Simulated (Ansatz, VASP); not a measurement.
# ScPt: VASP beside Ansatz

```
Sc Pt
1.0
     3.31303    0.00000    0.00000
     0.00000    3.31303    0.00000
     0.00000    0.00000    3.31303
Sc Pt
1 1
Direct
  0.50000 0.50000 0.50000
  0.00000 0.00000 0.00000
```

Change from the starting cell: volume scaled by 1.04, crystal datasets.

Alike in both runs: task electric field gradients; functional LDA; k mesh 10 × 10 × 10; occupations fermi-dirac, width 0.05 eV; no spin polarisation.

|  | VASP | Ansatz |
| --- | --- | --- |
| version | VASP 6.6.1 | Ansatz 0.2.0 |
| potentials or method | VASP PAW LDA potentials, release 64 (Sc_sv, Pt), cutoff 520 eV | all-electron PAW with datasets made for the crystal, scalar-relativistic |

VASP gave:

| Quantity | Value |
| --- | --- |
| pressure (GPa) | -9.8 |

Which values does Ansatz return?

Pressure (GPa): -10.3.

LDA's correlation is that of Perdew and Zunger in VASP and of Perdew and Wang (1992) in Ansatz. Ansatz ran all-electron here, and VASP with PAW potentials.

Neither program's run includes spin-orbit coupling.
